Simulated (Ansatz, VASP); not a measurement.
# One calculation of Al, two programs

```xyz
4
Lattice="2.8557 0.0000 0.0000 -1.4279 2.4731 0.0000 0.0000 0.0000 9.3723" Properties=species:S:1:pos:R:3 pbc="T T T"
Al    0.0000    0.0000    0.0000
Al    0.0000    1.6487    2.3431
Al    0.0000    0.0000    4.6862
Al    1.4279    0.8244    7.0292
```

Alike in both runs: task single point; functional PBEsol; dispersion D3(BJ); k mesh 18 × 18 × 6; occupations gaussian, width 0.15 eV; no spin polarisation.

|  | VASP | Ansatz |
| --- | --- | --- |
| version | VASP 6.6.1 | Ansatz 0.2.0 |
| potentials or method | VASP PAW PBE potentials, release 64 (Al), cutoff 520 eV | scalar-relativistic, plane waves, PAW |
| valence electrons in the cell | 12 | 12 |

```tsv
	VASP	Ansatz	Ansatz less VASP
gap on the k mesh at the Fermi level (eV)	none	none	-
pressure (GPa)	-4.6	-4.6	-0.08
traceless stress, the component that is largest in VASP (GPa)	0.12	0.12	+0.001
```

VASP's potentials were made for PBE, not for PBEsol, and Ansatz warns of the same on its side. A gap of «none» marks a metal or a gap that the smearing closes.
